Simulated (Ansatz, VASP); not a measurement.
One calculation of Ti2CdOs2, two programs

```xyz
5
Lattice="4.1755 0.0000 0.0000 0.0000 4.1755 0.0000 0.0000 0.0000 5.3832" Properties=species:S:1:pos:R:3 pbc="T T T"
Ti    0.0000    2.0877    2.6916
Ti    2.0877    0.0000    2.6916
Cd    0.0000    0.0000    0.0000
Os    2.0877    2.0877    1.2217
Os    2.0877    2.0877    4.1615
```

Change from the starting cell: species swapped into the CeMg2Si2 type (P4/mmm, No. 123).

Alike in both runs: functional PBE; k mesh 10 × 10 × 8; occupations gaussian, width 0.1 eV; no spin polarisation.

Ansatz relaxed the structure, and its values are those at the end. VASP's run is a single point on that final structure, the one shown.

|  | VASP | Ansatz |
| --- | --- | --- |
| version | VASP 6.6.1 | Ansatz 0.2.0 |
| potentials or method | VASP PAW PBE potentials, release 64 (Ti_sv, Cd, Os), cutoff 520 eV | scalar-relativistic, plane waves, PAW |
| valence electrons in the cell | 52 | 76 |

VASP gave:

```
gap on the k mesh at the Fermi level (eV) : none
pressure (GPa)                            : 0.2
rms of the force components (eV/Å)        : 0.009
```

**Question.** Which values does Ansatz return?

**Answer.** gap on the k mesh at the Fermi level (eV): none; pressure (GPa): 0.0; rms of the force components (eV/Å): 0.003.

A gap of «none» marks a metal or a gap that the smearing closes. With one functional, cell and mesh, what is left measures potentials, basis and numerics. VASP's potentials hold 52 valence electrons a cell and Ansatz's 76, so a difference there can come from the potentials and not from the codes.

Spin-orbit coupling is off throughout.
